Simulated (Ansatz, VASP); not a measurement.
## Two plane-wave programs on Bi

```xyz
4
Lattice="3.3742 0.0000 0.0000 -1.6871 2.9221 0.0000 0.0000 0.0000 11.2512" Properties=species:S:1:pos:R:3 pbc="T T T"
Bi   -1.6871    2.9221    0.0000
Bi   -1.6871    2.9221    5.6256
Bi    0.0000    1.9481    2.8128
Bi    1.6871    0.9740    8.4384
```

Alike in both runs: task single point; functional PBEsol; k mesh 12 × 12 × 3; occupations fermi-dirac, width 0.1 eV; no spin polarisation.

|  | VASP | Ansatz |
| --- | --- | --- |
| version | VASP 6.6.1 | Ansatz 0.2.0 |
| potentials or method | VASP PAW PBE potentials, release 64 (Bi_d), cutoff 520 eV | plane waves (420 eV) with PAW, scalar-relativistic |
| valence electrons in the cell | 60 | 60 |

```tsv
	VASP	Ansatz	Ansatz less VASP
pressure (GPa)	5.8	5.9	+0.07
```

VASP's potentials were made for PBE, not for PBEsol, and Ansatz warns of the same on its side. The functional is the same, so the differences come from potentials, cutoffs and numerics.

Spin-orbit coupling is off throughout.
